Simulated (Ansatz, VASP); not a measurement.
**PbF2: VASP beside Ansatz**

```
Pb F
1.0
     0.00000    2.96985    3.02925
     2.96985    0.00000    3.02925
     2.96985    2.96985    0.00000
Pb F
1 2
Cartesian
  0.0000 0.0000 0.0000
  1.4849 1.4849 1.5146
  4.4548 4.4548 4.5439
```

Change from the starting cell: zz strain of +2 %.

Alike in both runs: task single point; functional LDA; k mesh 7 × 7 × 7; occupations fermi-dirac, width 0.03 eV; no spin polarisation.

|  | VASP | Ansatz |
| --- | --- | --- |
| version | VASP 6.6.1 | Ansatz 0.2.0 |
| potentials or method | VASP PAW LDA potentials, release 64 (Pb_d, F), cutoff 520 eV | all-electron LAPW, scalar-relativistic |

VASP gave:

| Quantity | Value |
| --- | --- |
| gap on the k mesh at the Fermi level (eV) | 4.21 |
| pressure (GPa) | -6.1 |
| traceless stress, the component that is largest in VASP (GPa) | -0.75 |

Question: What did Ansatz give for the same quantities?

Answer: gap on the k mesh at the Fermi level (eV): 4.24; pressure (GPa): -6.1; traceless stress, the component that is largest in VASP (GPa): -0.76.

LDA's correlation is that of Perdew and Zunger in VASP and of Perdew and Wang (1992) in Ansatz. Ansatz ran all-electron here, and VASP with PAW potentials.

Spin-orbit coupling is off throughout.
